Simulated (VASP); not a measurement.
# Co (P6_3/mmc) in VASP: notebook

Runs on Co. Level: PBEsol. Tasks: single point.

Everything below comes from runs of VASP 6.6.1. Logs are shortened: lines on timing, memory, paths and dates and some standing lists are left out, and cuts for length are marked.

## 1. The cell of the first run

Symmetry: P6_3/mmc, No. 194, hexagonal system. The conventional cell has a = 2.721 Å, b = 2.721 Å, c = 4.091 Å, α = 90.00°, β = 90.00°, γ = 120.00°. Co (site symmetry -6m2) has 12 Co at 2.58 to 2.72 Å within 3.4 Å.

## 2. Single point, PBEsol, collinear spin, ferromagnetic start (strain +0.080 along x and y, +0.000 along z)

INCAR

```
  PREC = Accurate
  ENCUT = 520
  EDIFF = 1E-6
  ISMEAR = 0
  SIGMA = 0.15
  LREAL = False
  LASPH = True
  NELM = 150
  ALGO = Normal
  ISIF = 2
  LWAVE = False
  LCHARG = True
  ISPIN = 2
  MAGMOM = 1.94 1.94
  LORBIT = 11
  LMAXMIX = 4
  GGA = PS
  LELF = True
  LVHAR = True
  NBANDS = 20
```

KPOINTS

```
Automatic mesh
0
Gamma
  24 24 12
```

POSCAR

```
Co
1.0
    2.7205209390      0.0000000000      0.0000000000
   -1.3602604695      2.3560402447      0.0000000000
    0.0000000000      0.0000000000      4.0910000000
Co
2
Direct
    0.3333333333      0.6666666667      0.2500000000
    0.6666666667      0.3333333333      0.7500000000
```

Potentials or basis: VASP PAW PBE potentials, release 64 (Co).

Run with:

```bash
> cat potpaw_PBE.64/Co/POTCAR > POTCAR
> mpirun -np 1 vasp_std > vasp.out
```

OUTCAR:

```text
PREC = Accurate
   ENCUT = 520
   EDIFF = 1E-6
   ISMEAR = 0
   LREAL = False
   LASPH = True
   NELM = 150
   ISIF = 2
   ISPIN = 2
   LORBIT = 11
   GGA = PS

 ion  position               nearest neighbor table
   1  0.333  0.667  0.250-   2 2.58   2 2.58   2 2.58   2 2.58   2 2.58   2 2.58
   2  0.667  0.333  0.750-   1 2.58   1 2.58   1 2.58   1 2.58   1 2.58   1 2.58

  LATTYP: Found a hexagonal cell.
 ALAT       =     2.7205209390
 C/A-ratio  =     1.5037561157

  Lattice vectors:

 A1 = (   2.7205209390,   0.0000000000,   0.0000000000)
 A2 = (  -1.3602604695,   2.3560402447,   0.0000000000)
 A3 = (   0.0000000000,   0.0000000000,   4.0910000000)

Analysis of symmetry for initial positions (statically):
=====================================================================
 Subroutine PRICEL returns:
 Original cell was already a primitive cell.

 Routine SETGRP: Setting up the symmetry group for a
 hexagonal supercell.

 Subroutine GETGRP returns: Found 24 space group operations
 (whereof 12 operations were pure point group operations)
 out of a pool of 24 trial point group operations.

The static configuration has the point symmetry D_3d.
 The point group associated with its full space group is D_6h.

Analysis of symmetry for dynamics (positions and initial velocities):
=====================================================================
 Subroutine PRICEL returns:
 Original cell was already a primitive cell.

 Routine SETGRP: Setting up the symmetry group for a
 hexagonal supercell.

 Subroutine GETGRP returns: Found 24 space group operations
 (whereof 12 operations were pure point group operations)
 out of a pool of 24 trial point group operations.

The dynamic configuration has the point symmetry D_3d.
 The point group associated with its full space group is D_6h.

Analysis of structural, dynamic, and magnetic symmetry:
=====================================================================
 Subroutine PRICEL returns:
 Original cell was already a primitive cell.

 Routine SETGRP: Setting up the symmetry group for a
 hexagonal supercell.

 Subroutine GETGRP returns: Found 24 space group operations
 (whereof 12 operations were pure point group operations)
 out of a pool of 24 trial point group operations.

The overall configuration has the point symmetry D_3d.
 The point group associated with its full space group is D_6h.

 Subroutine INISYM returns: Found 24 space group operations
 (whereof 12 operations are pure point group operations),
 and found     1 'primitive' translations

[... 118 lines left out ...]
   LORBIT       =     11    0 simple, 1 ext, 2 COOP (PROOUT), +10 PAW based schemes
   GGA     = PS    functional components
   LHFCALC =     F    Hartree Fock is set to
   AEXX    =    0.0000 exact exchange contribution
   IVDW    =     0    specifies the selected vdW correction
   LEPSILON=     F    determine dielectric tensor
   LRPA    =     F    only Hartree local field effects (RPA)
 spin polarized calculation
 Gauss-broadening in eV      SIGMA  =   0.15
  energy-cutoff  :      520.00
  volume of cell :       26.22
 maximum number of plane-waves:       723
   NGX = 11   NGY = 11   NGZ = 15

 number of electron      18.0000015 magnetization       3.4585693

 Free energy of the ion-electron system (eV)
  ---------------------------------------------------
  ext. energy  EPLUGINS =         0.00000000
  ---------------------------------------------------
  free energy    TOTEN  =       -14.73217145 eV

  energy without entropy =      -14.70515742  energy(sigma->0) =      -14.71866443

 E-fermi :   7.6482     XC(G=0): -12.4911

 val. band max:        7.6477180859   @ k =   0.4167   0.0000   0.4167
 cond. band min:       7.6482529008   @ k =   0.3333   0.2917   0.0833
 fundamental gap:      0.0005348149
 Fermi energy:         7.6482301091

 spin component 1

 k-point     1 :       0.0000    0.0000    0.0000
  band No.  band energies     occupation
      1      -0.2500      1.00000
      2       3.3407      1.00000
      3       5.2196      1.00000
      4       5.2196      1.00000
      5       5.5079      1.00000
      6       5.5079      1.00000
[... 541 lines left out ...]
     19      27.5393      0.00000
     20      28.7207      0.00000

 [... further k-points ...]

 spin component 2

 k-point     1 :       0.0000    0.0000    0.0000
  band No.  band energies     occupation
      1      -0.2268      1.00000
      2       4.4620      1.00000
      3       6.9791      1.00000
      4       6.9792      1.00000
      5       7.3290      0.99869
      6       7.3301      0.99865
[... 541 lines left out ...]
     19      27.4755      0.00000
     20      29.0259      0.00000

 [... further k-points ...]

------------------------ aborting loop because EDIFF is reached ----------------------------------------

  FORCE on cell =-STRESS in cart. coord.  units (eV):
  Direction    XX          YY          ZZ          XY          YZ          ZX
  --------------------------------------------------------------------------------------
  -------------------------------------------------------------------------------------
  Total       -5.6915828     -5.6915828     -4.2045750      0.0000000      0.0000000      0.0000000
  in kB     -347.7598054   -347.7598054   -256.9025593      0.0000000      0.0000000      0.0000000
  external PRESSURE =    -317.4740567 kB  Pullay stress =       0.0000000 kB

 VOLUME and BASIS-vectors are now :
 -----------------------------------------------------------------------------
  energy-cutoff  :      520.00
  volume of cell :       26.22
      direct lattice vectors                 reciprocal lattice vectors
     2.720520939  0.000000000  0.000000000     0.367576660  0.212220484  0.000000000
    -1.360260470  2.356040245  0.000000000     0.000000000  0.424440967  0.000000000
     0.000000000  0.000000000  4.091000000     0.000000000  0.000000000  0.244439012

 POSITION                                       TOTAL-FORCE (eV/Angst)
 -----------------------------------------------------------------------------------
     -0.00000      1.57069      1.02275         0.000000     -0.000000      0.000000
      1.36026      0.78535      3.06825        -0.000000      0.000000      0.000000
 -----------------------------------------------------------------------------------
    total drift:                               -0.000000      0.000000     -0.000000

  FREE ENERGIE OF THE ION-ELECTRON SYSTEM (eV)
  ---------------------------------------------------
  free  energy   TOTEN  =       -14.7321714515 eV

  energy  without entropy=      -14.7051574178  energy(sigma->0) =      -14.71866443

 total charge

# of ion       s       p       d       tot
------------------------------------------
    1        0.423   0.382   7.167   7.971
    2        0.423   0.382   7.167   7.971
--------------------------------------------------
tot          0.845   0.764  14.333  15.942

 magnetization (x)

# of ion       s       p       d       tot
------------------------------------------
    1       -0.013  -0.046   1.836   1.778
    2       -0.013  -0.046   1.836   1.778
--------------------------------------------------
tot         -0.025  -0.092   3.673   3.555
```

stdout:

```text
POSCAR found type information on POSCAR Co
 POSCAR found :  1 types and       2 ions
 scaLAPACK will be used
 -----------------------------------------------------------------------------
|                                                                             |
|                                                                             |
|     You enforced a specific xc type in the INCAR file but a different       |
|     I HOPE YOU KNOW WHAT YOU ARE DOING!                                     |
|                                                                             |
 -----------------------------------------------------------------------------

 LDA part: xc-table for (Slater+PW92), standard interpolation
 POSCAR, INCAR and KPOINTS ok, starting setup
 FFT: planning ... GRIDC
 FFT: planning ... GRID_SOFT
 FFT: planning ... GRID
 WAVECAR not read
 entering main loop
```

Run time: 2.6 min. Hardware: 1 thread of Intel Xeon 6975P-C (Granite Rapids), shared host; peak memory 0.38 GiB.

What came out:

```yaml
Free_energy: -14.7322 eV
Pressure: -31.7 GPa
Net_moment: 3.46 μB per cell
Site_moments: Co +1.78 μB
Valence_electrons_inside_the_program's_atomic_spheres: Co 7.97
```

Stress tensor (GPa, compression positive):
```
-34.78   0.00   0.00
  0.00 -34.78   0.00
  0.00   0.00 -25.69
```

Caveat: the cell differs from its parent crystal (strain +0.080 along x and y, +0.000 along z); the stress differs along the axes, from -35 to -26 GPa; the PAW data sets were made with another functional, which shifts forces and pressure a little.

## 3. Single point, PBEsol, collinear spin, ferromagnetic start (strain +0.080 along x and y, +0.080 along z)

INCAR

```
SYSTEM = Co
  ALGO = Fast
  EDIFF = 1E-6
  ENCUT = 520
  GGA = PS
  ISIF = 2
  ISMEAR = 0
  ISPIN = 2
  LASPH = .True.
  LCHARG = .False.
  LMAXMIX = 4
  LORBIT = 11
  LREAL = .False.
  LWAVE = .False.
  MAGMOM = 1.94 1.94
  NBANDS = 20
  NELM = 150
  PREC = Accurate
  SIGMA = 0.15
```

KPOINTS

```
k-points
0
Gamma
  24 24 12
  0 0 0
```

POSCAR: that of step 2 with these lines changed.

```diff
@@ -4,3 +4,3 @@
    -1.3602604695      2.3560402447      0.0000000000
-    0.0000000000      0.0000000000      4.0910000000
+    0.0000000000      0.0000000000      4.4182800000
 Co
```

Potentials or basis: VASP PAW PBE potentials, release 64 (Co).

Run with:

```bash
> cat potpaw_PBE.64/Co/POTCAR > POTCAR
> mpirun -np 1 vasp_std > vasp.out
```

Run time: 4.5 min. Hardware: 1 thread of Intel Xeon 6975P-C (Granite Rapids), shared host; peak memory 0.41 GiB.

It converged, with:

```
Free energy                                           : -14.3198 eV
Pressure                                              : -35.6 GPa
Net moment                                            : 3.57 μB per cell
Site moments                                          : Co +1.85 μB
Valence electrons inside the program's atomic spheres : Co 7.87
```

Stress tensor (GPa, compression positive):
```
-35.57   0.00   0.00
  0.00 -35.57   0.00
  0.00   0.00 -35.78
```

Levels at points of the mesh, in eV from the Fermi level:
Spin up:
```tsv
k point	band 8	band 9	band 10	band 11	band 12	band 13	band 14	band 15
(0.00, 0.00, 0.00)	-1.95	-1.95	-1.23	-1.23	0.00	4.18	19.67	20.03
(0.50, 0.00, 0.00)	-1.13	-1.09	-1.03	0.66	2.08	7.75	8.06	10.43
(0.00, 0.00, 0.50)	-2.41	-1.44	-1.44	-1.44	-1.44	12.06	12.06	20.26
(0.50, 0.00, 0.50)	-1.31	-1.07	-1.07	1.23	1.23	5.08	5.08	15.06
```
Spin down:
| k point | band 4 | band 5 | band 6 | band 7 | band 8 | band 9 | band 10 | band 11 |
| --- | --- | --- | --- | --- | --- | --- | --- | --- |
| (0.00, 0.00, 0.00) | -0.57 | -0.57 | -0.33 | -0.33 | -0.06 | -0.02 | -0.02 | 0.81 |
| (0.50, 0.00, 0.00) | -1.36 | -0.66 | -0.64 | -0.37 | 0.89 | 0.97 | 1.00 | 1.88 |
| (0.00, 0.00, 0.50) | -1.00 | -0.61 | -0.61 | -0.61 | -0.61 | 0.57 | 0.57 | 0.57 |
| (0.50, 0.00, 0.50) | -1.57 | 0.06 | 0.06 | 0.25 | 0.25 | 0.96 | 0.96 | 1.71 |

Caveat: the cell differs from its parent crystal (strain +0.080 along x and y, +0.080 along z); the cell stands under tension; the PAW data sets were made with another functional, which shifts forces and pressure a little.
